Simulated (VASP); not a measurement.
# ZnO (Cmmm) in VASP: a series of runs

The runs below take ZnO through relaxation of cell and atoms, with LDA, PBE, PBEsol.

Program: VASP 6.6.1. These are calculated values, not measurements. Logs are shortened: lines on timing, memory, paths and dates and some standing lists are left out, and cuts for length are marked.

## 1. The cell of the first run

It takes space group Cmmm (No. 65, orthorhombic). The conventional cell has a = 2.866 Å, b = 7.054 Å, c = 2.838 Å, α = 90.00°, β = 90.00°, γ = 90.00°. Within 2.7 Å of Zn (site symmetry mmm) lie 4 O at 2.02 Å. O (site symmetry mmm) has 4 Zn at 2.02 Å within 2.7 Å.

## 2. Relaxation of cell and atoms, LDA

Contents of INCAR:

```
SYSTEM = ZnO
PREC = Accurate ; ENCUT = 600
EDIFF = 1E-6 ; ISMEAR = -1
SIGMA = 0.05 ; LREAL = .FALSE.
LASPH = .TRUE. ; NELM = 80
ALGO = Normal ; ISIF = 3
LWAVE = .FALSE. ; LCHARG = .FALSE.
IBRION = 2 ; NSW = 60
EDIFFG = -0.01
```

Contents of KPOINTS:

```
regular mesh
0
G
  10 10 9
  0 0 0
```

Contents of POSCAR:

```
ZnO
1.0
    1.4332300000     -3.5270800000      0.0000000000
    1.4332300000      3.5270800000      0.0000000000
    0.0000000000      0.0000000000      2.8384900000
Zn O
1 1
Direct
    0.0000000000      0.0000000000      0.0000000000
    0.5000000000      0.5000000000      0.5000000000
```

Potentials or basis: VASP PAW LDA potentials, release 64 (Zn, O).

Launch:

```console
> cat potpaw_LDA.64/Zn/POTCAR potpaw_LDA.64/O/POTCAR > POTCAR
> mpirun -np 1 vasp_std > vasp.out
```

OUTCAR:

```text
SYSTEM = ZnO
   PREC = Accurate
   ENCUT = 600
   EDIFF = 1E-6
   ISMEAR = -1
   LREAL = .FALSE.
   LASPH = .TRUE.
   NELM = 80
   ISIF = 3
   IBRION = 2
   NSW = 60
   EDIFFG = -0.01

 ion  position               nearest neighbor table
   1  0.000  0.000  0.000-   2 2.02   2 2.02   2 2.02   2 2.02
   2  0.500  0.500  0.500-   1 2.02   1 2.02   1 2.02   1 2.02

  LATTYP: Found a base centered orthorhombic cell.
 ALAT       =     2.8664600000
 B/A-ratio  =     2.4609309043
 C/A-ratio  =     0.9902423198

  Lattice vectors:

 A1 = (   1.4332300000,  -3.5270800000,   0.0000000000)
 A2 = (   1.4332300000,   3.5270800000,   0.0000000000)
 A3 = (   0.0000000000,   0.0000000000,   2.8384900000)

Analysis of symmetry for initial positions (statically):
=====================================================================
 Subroutine PRICEL returns:
 Original cell was already a primitive cell.

 Routine SETGRP: Setting up the symmetry group for a
 base centered orthorhombic supercell.

 Subroutine GETGRP returns: Found  8 space group operations
 (whereof  8 operations were pure point group operations)
 out of a pool of  8 trial point group operations.

The static configuration has the point symmetry D_2h.

Analysis of symmetry for dynamics (positions and initial velocities):
=====================================================================
 Subroutine PRICEL returns:
 Original cell was already a primitive cell.

 Routine SETGRP: Setting up the symmetry group for a
 base centered orthorhombic supercell.

 Subroutine GETGRP returns: Found  8 space group operations
 (whereof  8 operations were pure point group operations)
 out of a pool of  8 trial point group operations.

The dynamic configuration has the point symmetry D_2h.

 Subroutine INISYM returns: Found  8 space group operations
 (whereof  8 operations are pure point group operations),
 and found     1 'primitive' translations

----------------------------------------------------------------------------------------

                                     Primitive cell

  volume of cell :      28.6978

  direct lattice vectors                    reciprocal lattice vectors
     1.433230000 -3.527080000  0.000000000     0.348862360 -0.141760323  0.000000000
     1.433230000  3.527080000  0.000000000     0.348862360  0.141760323  0.000000000
     0.000000000  0.000000000  2.838490000     0.000000000  0.000000000  0.352299990

  length of vectors
     3.807156624  3.807156624  2.838490000     0.376564650  0.376564650  0.352299990

  position of ions in fractional coordinates (direct lattice)
     0.000000000  0.000000000  0.000000000
     0.500000000  0.500000000  0.500000000

  ion indices of the primitive-cell ions
   primitive index   ion index
                 1           1
                 2           2

----------------------------------------------------------------------------------------

 KPOINTS: regular mesh

Automatic generation of k-mesh.
 Grid dimensions read from file:
 generate k-points for:   10   10    9

 Generating k-lattice:

  Cartesian coordinates                     Fractional coordinates (reciprocal lattice)
     0.034886236 -0.014176032  0.000000000     0.100000000  0.000000000  0.000000000
     0.034886236  0.014176032  0.000000000     0.000000000  0.100000000  0.000000000
     0.000000000  0.000000000  0.039144443     0.000000000  0.000000000  0.111111111

  Length of vectors
     0.037656465  0.037656465  0.039144443

  Shift w.r.t. Gamma in fractional coordinates (k-lattice)
     0.000000000  0.000000000  0.000000000

 Subroutine IBZKPT returns following result:
 ===========================================

 Found    155 irreducible k-points:

 Following reciprocal coordinates:
            Coordinates               Weight
  0.000000  0.000000  0.000000      1.000000
  0.100000 -0.000000  0.000000      4.000000
  0.200000 -0.000000  0.000000      4.000000
  0.300000 -0.000000  0.000000      4.000000
  0.400000  0.000000  0.000000      4.000000
  0.500000 -0.000000  0.000000      2.000000
[... 16 lines left out ...]
  0.300000  0.300000  0.000000      2.000000
  0.400000  0.300000  0.000000      4.000000
 [... further k-points ...]
   k-points           NKPTS =    155   k-points in BZ     NKDIM =    155   number of bands    NBANDS=     13
   number of dos      NEDOS =    301   number of ions     NIONS =      2
   total plane-waves  NPLWV =  21600
   dimension x,y,z NGX =    30 NGY =   30 NGZ =   24
   dimension x,y,z NGXF=    60 NGYF=   60 NGZF=   48
   ions per type =               1   1
   NGX,Y,Z   is equivalent  to a cutoff of  13.10, 13.10, 14.06 a.u.
   NGXF,Y,Z  is equivalent  to a cutoff of  26.20, 26.20, 28.11 a.u.
 SYSTEM =  ZnO
   PREC   = accura    normal or accurate (medium, high low for compatibility)
   ISTART =      0    job   : 0-new  1-cont  2-samecut
   ICHARG =      2    charge: 1-file 2-atom 10-const
   ISPIN  =      1    spin polarized calculation?
   LNONCOLLINEAR =      F non collinear calculations
   LSORBIT =      F    spin-orbit coupling
   LASPH  =      T    aspherical Exc in radial PAW
   ENCUT  =  600.0 eV  44.10 Ry    6.64 a.u.   7.60  7.60  5.67*2*pi/ulx,y,z
   NELM   =     80;   NELMIN=  2; NELMDL= -5     # of ELM steps
   EDIFF  = 0.1E-05   stopping-criterion for ELM
   LREAL  =      F    real-space projection
   EDIFFG = -.1E-01   stopping-criterion for IOM
   NSW    =     60    number of steps for IOM
   IBRION =      2    ionic relax: 0-MD 1-quasi-New 2-CG
   NFREE  =      1    steps in history (QN), initial steepest desc. (CG)
   ISIF   =      3    stress and relaxation
   ISYM   =      2    0-nonsym 1-usesym 2-fastsym
   POTIM  = 0.5000    time-step for ionic-motion
   TEBEG  =    0.0;   TEEND  =   0.0 temperature during run
   PSTRESS=    0.0 pullay stress
   NELECT =      18.0000    total number of electrons
   NUPDOWN=      -1.0000    fix difference up-down
   EMIN   =  10.00;   EMAX   =-10.00  energy-range for DOS
   EFERMI =   0.00;   METHOD = LEGACY
   ISMEAR =    -1;   SIGMA  =   0.05  broadening in eV -4-tet -1-fermi 0-gaus
   EFERMI_NEDOS =   21; number of points for ismear=-14 and -15
   IALGO  =     38    algorithm
   IMIX   =      4    mixing-type and parameters
     AMIX     =   0.40;   BMIX     =  1.00
     AMIX_MAG =   1.60;   BMIX_MAG =  1.00
  volume/ion in A,a.u.               =      14.35        96.83
  Fermi-wavevector in a.u.,A,eV,Ry     =   1.401359  2.648185 26.719226  1.963808
  Thomas-Fermi vector in A             =   2.524228
   LORBIT       =      0    0 simple, 1 ext, 2 COOP (PROOUT), +10 PAW based schemes
   GGA     = CA    functional components
   LHFCALC =     F    Hartree Fock is set to
   AEXX    =    0.0000 exact exchange contribution
   IVDW    =     0    specifies the selected vdW correction
   LEPSILON=     F    determine dielectric tensor
   LRPA    =     F    only Hartree local field effects (RPA)
 conjugate gradient relaxation of ions
 non-spin polarized calculation
  energy-cutoff  :      600.00
  volume of cell :       28.70
 maximum number of plane-waves:       974
   NGX = 15   NGY = 15   NGZ = 11

--------------------------------------- Ionic step        1  -------------------------------------------

 number of electron      18.0000012 magnetization

 Free energy of the ion-electron system (eV)
  ---------------------------------------------------
  ext. energy  EPLUGINS =         0.00000000
  ---------------------------------------------------
  free energy    TOTEN  =        -9.66063810 eV

  energy without entropy =       -9.65961556  energy(sigma->0) =       -9.66012683

------------------------ aborting loop because EDIFF is reached ----------------------------------------

  FORCE on cell =-STRESS in cart. coord.  units (eV):
  Direction    XX          YY          ZZ          XY          YZ          ZX
  --------------------------------------------------------------------------------------
  -------------------------------------------------------------------------------------
  Total       -2.0167669     -0.4678267     -2.0018055     -0.0000000      0.0000000      0.0000000
  in kB     -112.5946433    -26.1184281   -111.7593577     -0.0000000      0.0000000      0.0000000
  external PRESSURE =     -83.4908097 kB  Pullay stress =       0.0000000 kB
[... 89 lines left out ...]
  FREE ENERGIE OF THE ION-ELECTRON SYSTEM (eV)
  ---------------------------------------------------
  free  energy   TOTEN  =        -9.7084797782 eV

  energy  without entropy=       -9.7075305552  energy(sigma->0) =       -9.70800517

[... ionic steps 4 to 17 ...]

--------------------------------------- Ionic step       18  -------------------------------------------

 number of electron      17.9999999 magnetization

------------------------ aborting loop because EDIFF is reached ----------------------------------------

  FORCE on cell =-STRESS in cart. coord.  units (eV):
  Direction    XX          YY          ZZ          XY          YZ          ZX
  --------------------------------------------------------------------------------------
  -------------------------------------------------------------------------------------
  Total       -0.0363030     -0.0089381     -0.0122449     -0.0000000      0.0000000      0.0000000
  in kB       -2.5950803     -0.6389335     -0.8753113     -0.0000000      0.0000000      0.0000000
  external PRESSURE =      -1.3697750 kB  Pullay stress =       0.0000000 kB
[... 57 lines left out ...]
  energy  without entropy=       -9.7695244670  energy(sigma->0) =       -9.76977459

--------------------------------------- Ionic step       20  -------------------------------------------

 number of electron      17.9999999 magnetization

 Free energy of the ion-electron system (eV)
  ---------------------------------------------------
  ext. energy  EPLUGINS =         0.00000000
  ---------------------------------------------------
  free energy    TOTEN  =        -9.77002624 eV

  energy without entropy =       -9.76952577  energy(sigma->0) =       -9.76977601

 E-fermi :   2.4413     XC(G=0): -11.8674

 val. band max:        2.3069355486   @ k =   0.5000  -0.0000   0.0000
 cond. band min:       2.6363529485   @ k =  -0.1000   0.1000   0.0000
 fundamental gap:      0.3294173999
 Fermi energy:         2.4413100295

 k-point     1 :       0.0000    0.0000    0.0000
  band No.  band energies     occupation
      1     -16.7044      2.00000
      2      -4.2519      2.00000
      3      -4.0374      2.00000
      4      -3.7082      2.00000
      5      -3.4765      2.00000
      6      -3.3429      2.00000
      7      -0.5411      2.00000
      8      -0.4586      2.00000
      9       0.1803      2.00000
     10       2.1191      1.99683
     11      14.7895      0.00000
     12      15.8809      0.00000
     13      16.9325      0.00000
[... 353 lines left out ...]
 k-point    24 :       0.4000    0.3000    0.0000
  band No.  band energies     occupation
      1     -15.6692      2.00000
      2      -5.3449      2.00000
      3      -4.4611      2.00000
      4      -4.4411      2.00000
      5      -3.5726      2.00000
      6      -3.5566      2.00000
      7      -2.1037      2.00000
      8      -1.2872      2.00000
      9       1.5565      2.00000
     10       7.3442      0.00000
     11       9.2524      0.00000
     12      11.5386      0.00000
     13      19.3190      0.00000

 [... further k-points ...]
[... 5 lines left out ...]
  --------------------------------------------------------------------------------------
  -------------------------------------------------------------------------------------
  Total       -0.0083822      0.0001092     -0.0127828     -0.0000000      0.0000000      0.0000000
  in kB       -0.5992792      0.0078084     -0.9138948     -0.0000000      0.0000000      0.0000000
  external PRESSURE =      -0.5017885 kB  Pullay stress =       0.0000000 kB
[... 17 lines left out ...]
  FREE ENERGIE OF THE ION-ELECTRON SYSTEM (eV)
  ---------------------------------------------------
  free  energy   TOTEN  =        -9.7700262448 eV

  energy  without entropy=       -9.7695257691  energy(sigma->0) =       -9.76977601

 reached required accuracy - stopping structural energy minimisation
```

Wall time 19 min (1 thread of Intel Xeon 8259CL, shared host); peak memory 0.22 GiB.

Results:

* Free energy: -9.7700 eV
* Relaxed volume: 11.20 Å³/atom
* Relaxed cell: a = 3.188 Å, b = 3.188 Å, c = 2.758 Å, α = 90.00°, β = 90.00°, γ = 126.94°
* Space group after relaxing (to 0.1 Å): Cmmm (No. 65)
* Energy gained by relaxing: 54.7 meV/atom
* Ionic steps: 20
* Pressure after relaxing: -0.1 GPa
* Band gap on the k mesh: zero (bands 9 and 10 overlap by 0.19 eV)

Stress tensor (GPa, compression positive):
```
-0.06  0.00  0.00
 0.00  0.00  0.00
 0.00  0.00 -0.09
```

Step by step:
| step | energy change (eV) | largest force (eV/Å) | pressure (GPa) | volume (Å³) |
| --- | --- | --- | --- | --- |
| 1 | 0.0000 | 0.0000 | -8.35 | 28.70 |
| 2 | 0.0296 | 0.0000 | 11.56 | 25.69 |
| 3 | -0.0478 | 0.0000 | -0.92 | 27.32 |
| 4 | -0.0479 | 0.0000 | -0.59 | 27.28 |
| 5 | -0.0518 | 0.0000 | -0.55 | 27.03 |
| 6 | -0.0637 | 0.0000 | -0.64 | 26.28 |
| 7 | -0.0852 | 0.0000 | -0.45 | 24.78 |
| 8 | -0.0887 | 0.0000 | 2.29 | 21.78 |
| 9 | -0.0971 | 0.0000 | 0.33 | 23.43 |
| 10 | -0.1017 | 0.0000 | 0.12 | 23.25 |
| 11 | -0.1069 | 0.0000 | -0.61 | 22.94 |
| 12 | -0.1073 | 0.0000 | -1.61 | 22.29 |
| 13 | -0.1088 | 0.0000 | -1.14 | 22.60 |
| 14 | -0.1093 | 0.0000 | 0.29 | 22.36 |
| 15 | -0.1094 | 0.0000 | -0.07 | 22.41 |
| 16 | -0.1094 | 0.0000 | 0.04 | 22.41 |
| 17 | -0.1094 | 0.0000 | -0.09 | 22.41 |
| 18 | -0.1094 | 0.0000 | -0.14 | 22.41 |
| 19 | -0.1094 | 0.0000 | -0.07 | 22.41 |
| 20 | -0.1094 | 0.0000 | -0.05 | 22.41 |

Final structure:
```cif
data_structure
_symmetry_space_group_name_H-M 'P 1'
_symmetry_Int_Tables_number 1
_cell_length_a 3.1885
_cell_length_b 3.1885
_cell_length_c 2.7579
_cell_angle_alpha 90.000
_cell_angle_beta 90.000
_cell_angle_gamma 126.939
_cell_volume 22.41
loop_
_atom_site_label
_atom_site_type_symbol
_atom_site_fract_x
_atom_site_fract_y
_atom_site_fract_z
_atom_site_occupancy
Zn1 Zn 0.00000 0.00000 0.00000 1
O1 O 0.50000 0.50000 0.50000 1
```

Levels at points of the mesh, in eV from the Fermi level:
| k point | band 6 | band 7 | band 8 | band 9 | band 10 | band 11 | band 12 | band 13 |
| --- | --- | --- | --- | --- | --- | --- | --- | --- |
| (0.00, 0.00, 0.00) | -5.78 | -2.98 | -2.90 | -2.26 | -0.32 | 12.35 | 13.44 | 14.49 |
| (0.50, 0.00, 0.00) | -5.90 | -4.77 | -1.81 | -0.13 | 3.37 | 6.97 | 10.03 | 16.19 |
| (0.50, 0.50, 0.00) | -5.86 | -5.80 | -3.32 | -2.63 | 3.66 | 5.16 | 14.01 | 15.76 |

Caveat: the volume moved by over 15 % at a fixed basis, so the end points are rough; semilocal functionals underestimate gaps, and a narrow one can read as zero.

## 3. Relaxation of cell and atoms, PBE

Contents of INCAR:

```
  ALGO = Normal
  EDIFF = 1E-6
  EDIFFG = -0.01
  ENCUT = 600
  GGA = PE
  IBRION = 2
  ISIF = 3
  ISMEAR = -1
  LASPH = T
  LCHARG = F
  LREAL = F
  LWAVE = F
  NELM = 80
  NSW = 60
  PREC = Accurate
  SIGMA = 0.05
```

Contents of KPOINTS:

```
k-points
0
Gamma
  10 10 9
```

POSCAR is that of step 2.

Potentials or basis: VASP PAW PBE potentials, release 64 (Zn, O).

Launch:

```console
> cat potpaw_PBE.64/Zn/POTCAR potpaw_PBE.64/O/POTCAR > POTCAR
> mpirun -np 1 vasp_std > vasp.out
```

It took 16 min on 1 thread of Intel Xeon 8259CL, shared host; peak memory 0.23 GiB.

Results (log left out):

```yaml
Free_energy: -8.1915 eV
Relaxed_volume: 13.96 Å³/atom
Relaxed_cell: a = 3.702 Å, b = 3.702 Å, c = 2.843 Å, α = 90.00°, β = 90.00°, γ = 134.23°
Space_group_after_relaxing_to_0.1_Å: Cmmm (No. 65)
Energy_gained_by_relaxing: 0.6 meV/atom
Ionic_steps: 20
Pressure_after_relaxing: -0.1 GPa
Band_gap_on_the_k_mesh: zero (bands 9 and 10 overlap by 0.21 eV)
```

Step by step:
```csv
step,energy change (eV),largest force (eV/Å),pressure (GPa),volume (Å³)
1,0.0000,0.0000,0.61,28.70
2,-0.0001,0.0000,-0.84,28.93
3,-0.0005,0.0000,-0.07,28.82
4,-0.0006,0.0000,-0.09,28.80
5,-0.0006,0.0000,0.01,28.74
6,-0.0007,0.0000,0.14,28.61
7,-0.0008,0.0000,0.27,28.35
8,-0.0008,0.0000,0.36,28.34
9,-0.0009,0.0000,0.28,28.33
10,-0.0009,0.0000,0.27,28.31
11,-0.0009,0.0000,0.24,28.26
12,-0.0010,0.0000,0.27,28.18
13,-0.0011,0.0000,0.11,28.00
14,-0.0011,0.0000,-0.04,27.64
15,-0.0012,0.0000,0.06,27.74
16,-0.0012,0.0000,0.11,27.87
17,-0.0012,0.0000,0.05,27.88
18,-0.0013,0.0000,-0.12,27.92
19,-0.0013,0.0000,-0.17,27.93
20,-0.0013,0.0000,-0.06,27.91
```

Final structure:
```
CELL_PARAMETERS angstrom
1.43961 -3.41030 0.00000
1.43961 3.41030 0.00000
0.00000 0.00000 2.84261
ATOMIC_POSITIONS crystal
Zn 0.00000 0.00000 0.00000
O 0.50000 0.50000 0.50000
```

Levels at points of the mesh, in eV from the Fermi level:
```tsv
k point	band 5	band 6	band 7	band 8	band 9	band 10	band 11	band 12	band 13
(0.00, 0.00, 0.00)	-5.70	-5.49	-2.66	-2.61	-2.55	-0.31	9.95	10.51	14.05
(0.50, 0.00, 0.00)	-5.69	-5.69	-4.44	-1.68	-0.09	3.81	6.42	8.66	13.25
(0.50, 0.50, 0.00)	-5.71	-5.49	-4.64	-2.70	-2.47	2.50	4.44	13.97	16.19
```

Caveat: semilocal functionals underestimate gaps, and a narrow one can read as zero.

(Continued in part 2 of 2.)

The gap in the log of VASP goes by the Fermi energy; the results here count the filled bands.